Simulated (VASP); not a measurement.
# H4C3S2 in VASP: further runs

Runs on H4C3S2. Level: PBE+D3(BJ). Tasks: single point.

Program: VASP 6.6.1. These are calculated values, not measurements. Logs are shortened: lines on timing, memory, paths and dates and some standing lists are left out, and cuts for length are marked.

**1. The cell of the first run**

The cell holds a disordered packing, 27 atoms: a = 8.173 Å, b = 8.173 Å, c = 8.173 Å, α = 90.00°, β = 90.00°, γ = 90.00°.

**2. Single point, PBE+D3(BJ)**

INCAR

```
SYSTEM = H4C3S2
ALGO = Normal ; EDIFF = 1E-6
ENCUT = 520 ; GGA = PE
GGA_COMPAT = .FALSE. ; ISIF = 2
ISMEAR = -1 ; IVDW = 12
LASPH = .TRUE. ; LCHARG = .FALSE.
LREAL = .FALSE. ; LWAVE = .FALSE.
NBANDS = 61 ; NELM = 120
PREC = Accurate ; SIGMA = 0.02
```

KPOINTS

```
k-points
0
G
  1 1 1
  0 0 0
```

POSCAR

```
H4C3S2
1.0
    8.1733020000      0.0000000000      0.0000000000
    0.0000000000      8.1733020000      0.0000000000
    0.0000000000      0.0000000000      8.1733020000
S C H
6 9 12
Direct
    0.1323700017      0.2332716936      0.0056892551
   -0.2335163928      0.2721666225     -0.0496983961
    0.2719341583      0.3127010356      0.4994921269
    0.5711400362      0.4418899485      0.7239179465
   -0.0117333239      0.9799099556      0.4215799196
    0.0664480525      0.6158588047      0.2785777401
   -0.0612849005      0.2128026103      0.0042088253
    0.4340718109      0.3621547326      0.5902755092
    0.0190987682      0.7912591508      0.3465673971
    0.5645576292      0.6212299509      0.3101806345
    0.5070655654      0.7523275171      0.2559185994
    0.9569816459      0.5734646780      0.8538654267
    0.9886946549      0.6677350231      0.7311977460
    0.4506991177      0.9373567745      0.7466504969
    0.3638920965      0.9465207575      0.6071964550
    0.6495538768      0.6270782604      0.4148139883
    0.5565437323      0.5226773708      0.2048865930
    0.5037865969      0.8342650253      0.3687493745
    0.4257275701      0.7823888069      0.1616115494
    0.9377360582      0.6398760256      0.9748569183
    0.9695958867      0.4494022122      0.8681069169
    0.9809988668      0.7988937641      0.7631309843
    1.0196368616      0.6653736764      0.6049819277
    0.5518944485      1.0188905292      0.7630942794
    0.4122079424      0.8301907846      0.8329314150
    0.4041206357      1.0335235380      0.5268861961
    0.2515629546      0.8884781206      0.5727917554
```

Potentials or basis: VASP PAW PBE potentials, release 64 (S, C, H).

On the command line:

```console
$ cat potpaw_PBE.64/S/POTCAR potpaw_PBE.64/C/POTCAR potpaw_PBE.64/H/POTCAR > POTCAR
$ mpirun -np 1 vasp_gam > vasp.out
```

OUTCAR:

```text
SYSTEM = H4C3S2
   EDIFF = 1E-6
   ENCUT = 520
   GGA = PE
   ISIF = 2
   ISMEAR = -1
   IVDW = 12
   LASPH = .TRUE.
   LREAL = .FALSE.
   NELM = 120
   PREC = Accurate
 IVDW          = 12

 ion  position               nearest neighbor table
   1  0.132  0.233  0.006-   7 1.59
   2  0.766  0.272  0.950-   7 1.55
   3  0.272  0.313  0.499-   8 1.57
   4  0.571  0.442  0.724-   8 1.69
   5  0.988  0.980  0.422-   9 1.68
   6  0.066  0.616  0.279-   9 1.59
   7  0.939  0.213  0.004-   2 1.55   1 1.59
   8  0.434  0.362  0.590-   3 1.57   4 1.69
   9  0.019  0.791  0.347-   6 1.59   5 1.68
  10  0.565  0.621  0.310-  16 1.10  17 1.18  11 1.25
  11  0.507  0.752  0.256-  19 1.05  18 1.14  10 1.25
  12  0.957  0.573  0.854-  21 1.03  20 1.14  13 1.29
  13  0.989  0.668  0.731-  23 1.06  22 1.11  12 1.29
  14  0.451  0.937  0.747-  24 1.07  25 1.17  15 1.34
  15  0.364  0.947  0.607-  26 1.02  27 1.07  14 1.34
  16  0.650  0.627  0.415-  10 1.10
  17  0.557  0.523  0.205-  10 1.18
  18  0.504  0.834  0.369-  11 1.14
  19  0.426  0.782  0.162-  11 1.05
  20  0.938  0.640  0.975-  12 1.14
  21  0.970  0.449  0.868-  12 1.03
  22  0.981  0.799  0.763-  13 1.11
  23  0.020  0.665  0.605-  13 1.06
  24  0.552  0.019  0.763-  14 1.07
  25  0.412  0.830  0.833-  14 1.17
  26  0.404  0.034  0.527-  15 1.02
  27  0.252  0.888  0.573-  15 1.07

  LATTYP: Found a simple cubic cell.
 ALAT       =     8.1733020000

  Lattice vectors:

 A1 = (   8.1733020000,   0.0000000000,   0.0000000000)
 A2 = (   0.0000000000,   8.1733020000,   0.0000000000)
 A3 = (   0.0000000000,   0.0000000000,   8.1733020000)

Analysis of symmetry for initial positions (statically):
=====================================================================
 Subroutine PRICEL returns:
 Original cell was already a primitive cell.

 Routine SETGRP: Setting up the symmetry group for a
 simple cubic supercell.

 Subroutine GETGRP returns: Found  1 space group operations
 (whereof  1 operations were pure point group operations)
 out of a pool of 48 trial point group operations.

The static configuration has the point symmetry C_1 .

Analysis of symmetry for dynamics (positions and initial velocities):
=====================================================================
 Subroutine PRICEL returns:
 Original cell was already a primitive cell.

 Routine SETGRP: Setting up the symmetry group for a
 simple cubic supercell.

 Subroutine GETGRP returns: Found  1 space group operations
 (whereof  1 operations were pure point group operations)
 out of a pool of 48 trial point group operations.

The dynamic configuration has the point symmetry C_1 .

 Subroutine INISYM returns: Found  1 space group operations
 (whereof  1 operations are pure point group operations),
 and found     1 'primitive' translations

----------------------------------------------------------------------------------------

                                     Primitive cell

  volume of cell :     546.0000

  direct lattice vectors                    reciprocal lattice vectors
     8.173302000  0.000000000  0.000000000     0.122349572  0.000000000  0.000000000
     0.000000000  8.173302000  0.000000000     0.000000000  0.122349572  0.000000000
     0.000000000  0.000000000  8.173302000     0.000000000  0.000000000  0.122349572

  length of vectors
     8.173302000  8.173302000  8.173302000     0.122349572  0.122349572  0.122349572

  position of ions in fractional coordinates (direct lattice)
     0.132370002  0.233271694  0.005689255
     0.766483607  0.272166623  0.950301604
     0.271934158  0.312701036  0.499492127
     0.571140036  0.441889948  0.723917947
     0.988266676  0.979909956  0.421579920
     0.066448053  0.615858805  0.278577740
[... 19 lines left out ...]
     0.404120636  0.033523538  0.526886196
     0.251562955  0.888478121  0.572791755

  ion indices of the primitive-cell ions
   primitive index   ion index
                 1           1
                 2           2
                 3           3
                 4           4
                 5           5
                 6           6
[... 19 lines left out ...]
                26          26
                27          27

----------------------------------------------------------------------------------------

 KPOINTS: k-points

Automatic generation of k-mesh.
 Grid dimensions read from file:
 generate k-points for:    1    1    1

 Generating k-lattice:

  Cartesian coordinates                     Fractional coordinates (reciprocal lattice)
     0.122349572  0.000000000  0.000000000     1.000000000  0.000000000  0.000000000
     0.000000000  0.122349572  0.000000000     0.000000000  1.000000000  0.000000000
     0.000000000  0.000000000  0.122349572     0.000000000  0.000000000  1.000000000

  Length of vectors
     0.122349572  0.122349572  0.122349572

  Shift w.r.t. Gamma in fractional coordinates (k-lattice)
     0.000000000  0.000000000  0.000000000

 Subroutine IBZKPT returns following result:
 ===========================================

 Found      1 irreducible k-points:

 Following reciprocal coordinates:
            Coordinates               Weight
  0.000000  0.000000  0.000000      1.000000
   k-points           NKPTS =      1   k-points in BZ     NKDIM =      1   number of bands    NBANDS=     61
   number of dos      NEDOS =    301   number of ions     NIONS =     27
   total plane-waves  NPLWV = 262144
   dimension x,y,z NGX =    64 NGY =   64 NGZ =   64
   dimension x,y,z NGXF=   128 NGYF=  128 NGZF=  128
   ions per type =               6   9  12
   NGX,Y,Z   is equivalent  to a cutoff of  13.02, 13.02, 13.02 a.u.
   NGXF,Y,Z  is equivalent  to a cutoff of  26.04, 26.04, 26.04 a.u.
 SYSTEM =  H4C3S2
   PREC   = accura    normal or accurate (medium, high low for compatibility)
   ISTART =      0    job   : 0-new  1-cont  2-samecut
   ICHARG =      2    charge: 1-file 2-atom 10-const
   ISPIN  =      1    spin polarized calculation?
   LNONCOLLINEAR =      F non collinear calculations
   LSORBIT =      F    spin-orbit coupling
   LASPH  =      T    aspherical Exc in radial PAW
   ENCUT  =  520.0 eV  38.22 Ry    6.18 a.u.  15.20 15.20 15.20*2*pi/ulx,y,z
   NELM   =    120;   NELMIN=  2; NELMDL= -5     # of ELM steps
   EDIFF  = 0.1E-05   stopping-criterion for ELM
   LREAL  =      F    real-space projection
   EDIFFG = 0.1E-04   stopping-criterion for IOM
   NSW    =      0    number of steps for IOM
   IBRION =     -1    ionic relax: 0-MD 1-quasi-New 2-CG
   NFREE  =      0    steps in history (QN), initial steepest desc. (CG)
   ISIF   =      2    stress and relaxation
   ISYM   =      2    0-nonsym 1-usesym 2-fastsym
   POTIM  = 0.5000    time-step for ionic-motion
   TEBEG  =    0.0;   TEEND  =   0.0 temperature during run
   PSTRESS=    0.0 pullay stress
   NELECT =      84.0000    total number of electrons
   NUPDOWN=      -1.0000    fix difference up-down
   EMIN   =  10.00;   EMAX   =-10.00  energy-range for DOS
   EFERMI =   0.00;   METHOD = LEGACY
   ISMEAR =    -1;   SIGMA  =   0.02  broadening in eV -4-tet -1-fermi 0-gaus
   EFERMI_NEDOS =   21; number of points for ismear=-14 and -15
   IALGO  =     38    algorithm
   IMIX   =      4    mixing-type and parameters
     AMIX     =   0.40;   BMIX     =  1.00
     AMIX_MAG =   1.60;   BMIX_MAG =  1.00
  volume/ion in A,a.u.               =      20.22       136.47
  Fermi-wavevector in a.u.,A,eV,Ry     =   0.877210  1.657687 10.469654  0.769498
  Thomas-Fermi vector in A             =   1.997127
   LORBIT       =      0    0 simple, 1 ext, 2 COOP (PROOUT), +10 PAW based schemes
   GGA     = PE    functional components
   LHFCALC =     F    Hartree Fock is set to
   AEXX    =    0.0000 exact exchange contribution
   IVDW    =    12    specifies the selected vdW correction
   LEPSILON=     F    determine dielectric tensor
   LRPA    =     F    only Hartree local field effects (RPA)
 non-spin polarized calculation
  energy-cutoff  :      520.00
  volume of cell :      546.00
 maximum number of plane-waves:      7386
 NGX is ok and might be reduce to    64
   NGX = 31   NGY = 31   NGZ = 31

 number of electron      83.9999998 magnetization

 Free energy of the ion-electron system (eV)
  ---------------------------------------------------
  ext. energy  EPLUGINS =         0.00000000
  ---------------------------------------------------
  free energy    TOTEN  =      -141.80251507 eV

  energy without entropy =     -141.80251507  energy(sigma->0) =     -141.80251507

 E-fermi :  -2.0862     XC(G=0):  -6.1231

 val. band max:       -2.5729914310   @ k =   0.0000   0.0000   0.0000
 cond. band min:       0.0403635815   @ k =   0.0000   0.0000   0.0000
 fundamental gap:      2.6133550125
 Fermi energy:        -2.0861793278

 k-point     1 :       0.0000    0.0000    0.0000
  band No.  band energies     occupation
      1     -17.7086      2.00000
      2     -17.3719      2.00000
      3     -17.3082      2.00000
      4     -15.6169      2.00000
      5     -15.3566      2.00000
      6     -15.2870      2.00000
[... 46 lines left out ...]
     53       3.0784      0.00000
     54       3.4736      0.00000
 [bands above 54 left out]

------------------------ aborting loop because EDIFF is reached ----------------------------------------

 Edisp (eV)   -1.73325

 E8    (eV) :    -0.5007

  FORCE on cell =-STRESS in cart. coord.  units (eV):
  Direction    XX          YY          ZZ          XY          YZ          ZX
  --------------------------------------------------------------------------------------
  -------------------------------------------------------------------------------------
  Total      -1.59150     4.48683    -3.20864    -4.95672   -12.95190    -1.82742
  in kB      -4.67008    13.16611    -9.41541   -14.54494   -38.00593    -5.36238
  external pressure =       -0.31 kB  Pullay stress =        0.00 kB

 VOLUME and BASIS-vectors are now :
 -----------------------------------------------------------------------------
  energy-cutoff  :      520.00
  volume of cell :      546.00
      direct lattice vectors                 reciprocal lattice vectors
     8.173302000  0.000000000  0.000000000     0.122349572  0.000000000  0.000000000
     0.000000000  8.173302000  0.000000000     0.000000000  0.122349572  0.000000000
     0.000000000  0.000000000  8.173302000     0.000000000  0.000000000  0.122349572

 POSITION                                       TOTAL-FORCE (eV/Angst)
 -----------------------------------------------------------------------------------
      1.08190      1.90660      0.04650        -0.735534     -1.032552      0.575095
      6.26470      2.22450      7.76710        -0.992738     -1.388177      0.835009
      2.22260      2.55580      4.08250         1.237259      0.354284      0.222569
      4.66810      3.61170      5.91680        -2.811638     -1.522612     -3.417229
      8.07740      8.00910      3.44570         0.189551     -3.870520     -1.710375
      0.54310      5.03360      2.27690        -0.610363      1.524142      0.468717
[... 19 lines left out ...]
      3.30300      0.27400      4.30640         0.667375      1.749696     -1.992855
      2.05610      7.26180      4.68160        -0.205015     -0.791636      0.233044
 -----------------------------------------------------------------------------------
    total drift:                               -0.000158      0.000239     -0.000600

  FREE ENERGIE OF THE ION-ELECTRON SYSTEM (eV)
  ---------------------------------------------------
  free  energy   TOTEN  =      -143.5357623239 eV

  energy  without entropy=     -143.5357623239  energy(sigma->0) =     -143.53576232
```

It took 34 s on 1 thread of AMD EPYC 9R45 (Zen 5), shared host; peak memory 0.53 GiB.

Results:

```
Free energy                : -143.5358 eV
Pressure                   : 0.0 GPa
Largest force              : 7.057 eV/Å
Dispersion energy per atom : -0.064 eV
```

Forces in eV/Å, atoms in the order of the input:
```
S   -0.736 -1.033  0.575
S   -0.993 -1.388  0.835
S    1.237  0.354  0.223
S   -2.812 -1.523 -3.417
S    0.190 -3.871 -1.710
S   -0.610  1.524  0.469
C    1.783  1.228 -0.597
C    1.114  1.911  2.816
C    0.078  2.453  0.863
C    2.790 -6.108 -2.021
C   -2.262  6.031  2.883
C    0.022  1.526  2.679
C   -0.009  3.454 -0.487
C   -2.151 -2.747  0.185
C    0.403 -0.585  1.994
H   -0.527 -0.886 -0.216
H    0.728  0.230  2.235
H    0.051  0.748 -1.618
H   -0.684  0.012 -1.474
H   -0.071 -0.715 -0.898
H    0.243 -2.149 -0.410
H   -0.040 -0.013 -0.128
H    0.231 -1.351 -0.904
H    0.657  0.062  0.488
H    0.905  1.877 -0.603
H    0.667  1.750 -1.993
H   -0.205 -0.792  0.233
```

Caveat: the k points lie up to 0.77 Å⁻¹ apart; the atoms stand as in a frame of molecular dynamics.

**3. Single point, PBE+D3(BJ)**

INCAR

```
SYSTEM = H4C3S2
PREC     = Accurate       ! precision mode
ENCUT    = 520            ! plane-wave cutoff, eV
EDIFF    = 1E-6           ! SCF threshold, eV
ISMEAR   = -1             ! smearing method
SIGMA    = 0.02           ! smearing width, eV
LREAL    = .FALSE.        ! projectors in reciprocal space
LASPH    = .TRUE.         ! aspherical terms in the spheres
NELM     = 120            ! most SCF steps
ALGO     = Normal         ! electronic algorithm
ISIF     = 2              ! what is computed and relaxed
LWAVE    = .FALSE.        ! write WAVECAR
LCHARG   = .TRUE.         ! write CHGCAR
GGA      = PE             ! functional
IVDW     = 12             ! dispersion correction
LELF     = .TRUE.         ! ELF
LVHAR    = .TRUE.       
NBANDS   = 61             ! bands
GGA_COMPAT= .FALSE.
```

KPOINTS

```
Automatic mesh
0
G
  1 1 1
  0 0 0
```

POSCAR

```
H4C3S2
1.0
    8.1733020000      0.0000000000      0.0000000000
    0.0000000000      8.1733020000      0.0000000000
    0.0000000000      0.0000000000      8.1733020000
S C H
6 9 12
Direct
    0.1483855607      0.1961263636     -0.0219617481
   -0.2267259915      0.2439528112     -0.0293638972
    0.2515384847      0.3440469959      0.5103812388
    0.5713113256      0.4502708942      0.6842766852
   -0.0261216336      0.9386047402      0.4109844467
    0.0703387688      0.5949492629      0.2698175107
   -0.0315294847      0.2177210630     -0.0500776797
    0.4117552490      0.3771547901      0.5939827012
    0.0166273068      0.7691138783      0.3365592021
    0.6081997215      0.6136442774      0.3319833282
    0.5327345056      0.7557043653      0.2999032704
    0.9618266889      0.5339090615      0.7929842798
    1.0113782655      0.6699617853      0.7341463707
    0.5078241328      0.9056192956      0.7150108977
    0.3821344176      0.9333192387      0.6078082029
    0.7344767146      0.6177674580      0.3447443885
    0.5394882020      0.4853852213      0.3046259639
    0.6121760826      0.8681680917      0.2766446168
    0.4204543035      0.7560591790      0.2203515788
    0.9445264594      0.5149571128      0.9179031926
    0.9420182932      0.4504788885      0.6816216995
    1.0687479797      0.7677313282      0.8255170309
    1.0308930222      0.6692276879      0.5958424147
    0.5895658817      1.0277486382      0.7418299238
    0.5107360526      0.7660306691      0.7792077180
    0.3883742458      1.0750122778      0.5387785744
    0.3633537584      0.8451541372      0.4912702357
```

Potentials or basis: VASP PAW PBE potentials, release 64 (S, C, H).

On the command line:

```console
$ cat potpaw_PBE.64/S/POTCAR potpaw_PBE.64/C/POTCAR potpaw_PBE.64/H/POTCAR > POTCAR
$ mpirun -np 1 vasp_gam > vasp.out
```

OUTCAR:

```text
SYSTEM = H4C3S2
   PREC = Accurate
   ENCUT = 520
   EDIFF = 1E-6
   ISMEAR = -1
   LREAL = .FALSE.
   LASPH = .TRUE.
   NELM = 120
   ISIF = 2
   GGA = PE
   IVDW = 12
 IVDW          = 12

 ion  position               nearest neighbor table
   1  0.148  0.196  0.978-   7 1.50
   2  0.773  0.244  0.971-   7 1.62
   3  0.252  0.344  0.510-   8 1.50
[... 308 lines left out ...]
  -------------------------------------------------------------------------------------
  Total       1.46991    -8.94784    -6.99920    -3.14442    -5.67727    -0.04315
  in kB       4.31330   -26.25646   -20.53837    -9.22694   -16.65932    -0.12663
  external pressure =      -14.16 kB  Pullay stress =        0.00 kB

 VOLUME and BASIS-vectors are now :
 -----------------------------------------------------------------------------
  energy-cutoff  :      520.00
  volume of cell :      546.00
      direct lattice vectors                 reciprocal lattice vectors
     8.173302000  0.000000000  0.000000000     0.122349572  0.000000000  0.000000000
     0.000000000  8.173302000  0.000000000     0.000000000  0.122349572  0.000000000
     0.000000000  0.000000000  8.173302000     0.000000000  0.000000000  0.122349572

 POSITION                                       TOTAL-FORCE (eV/Angst)
 -----------------------------------------------------------------------------------
      1.21280      1.60300      7.99380         3.071830     -0.458532     -0.126463
      6.32020      1.99390      7.93330         2.077790     -0.663157     -0.576554
      2.05590      2.81200      4.17150        -2.388805     -0.723363     -1.388098
      4.66950      3.68020      5.59280        -1.649350     -1.234897     -0.995525
      7.95980      7.67150      3.35910        -0.172975     -0.035037     -0.311407
      0.57490      4.86270      2.20530        -0.418745      1.128589      0.129223
[... 19 lines left out ...]
      3.17430      0.61310      4.40360        -0.245680     -3.164789      1.860326
      2.96980      6.90770      4.01530        -0.721631      0.687512      2.743041
 -----------------------------------------------------------------------------------
    total drift:                                0.000138      0.000727     -0.000187

  FREE ENERGIE OF THE ION-ELECTRON SYSTEM (eV)
  ---------------------------------------------------
  free  energy   TOTEN  =      -142.8320202919 eV

  energy  without entropy=     -142.8320202919  energy(sigma->0) =     -142.83202029
```

It took 42 s on 1 thread of AMD EPYC 9R45 (Zen 5), shared host; peak memory 0.53 GiB.

What came out:

```
Free energy                : -142.8320 eV
Pressure                   : -1.4 GPa
Largest force              : 5.334 eV/Å
Dispersion energy per atom : -0.066 eV
```

Forces on the atoms (eV/Å):
```
S    3.072 -0.459 -0.126
S    2.078 -0.663 -0.577
S   -2.389 -0.723 -1.388
S   -1.649 -1.235 -0.996
S   -0.173 -0.035 -0.311
S   -0.419  1.129  0.129
C   -5.191  0.354  1.115
C    3.785  2.059  2.425
C    0.513 -0.736 -0.404
C   -3.234 -1.698 -1.594
C    0.587  0.561 -2.466
C   -0.998 -2.620 -2.560
C    3.084  4.250 -0.688
C   -0.611 -0.133  0.899
C    2.436  2.001 -4.303
H    1.930 -0.457  0.839
H    1.427  2.378  0.778
H   -0.857 -0.850  0.842
H    0.149  0.032  1.189
H   -0.312 -0.696  1.471
H   -0.396 -0.190  2.191
H   -1.161 -1.015 -1.983
H    0.025  0.799  1.751
H   -1.431 -2.830  0.495
H    0.703  3.255 -1.332
H   -0.246 -3.165  1.860
H   -0.722  0.688  2.743
```

Levels at points of the mesh, in eV from the Fermi level:
```
           k point  band 38  band 39  band 40  band 41  band 42  band 43  band 44  band 45  band 46  band 47
(0.00, 0.00, 0.00)    -1.23    -1.21    -1.12    -0.73    -0.47     2.13     2.27     2.33     2.48     2.59
```

Caveat: the k points lie up to 0.77 Å⁻¹ apart; the atoms stand as in a frame of molecular dynamics.

(Continued in part 2 of 2.)
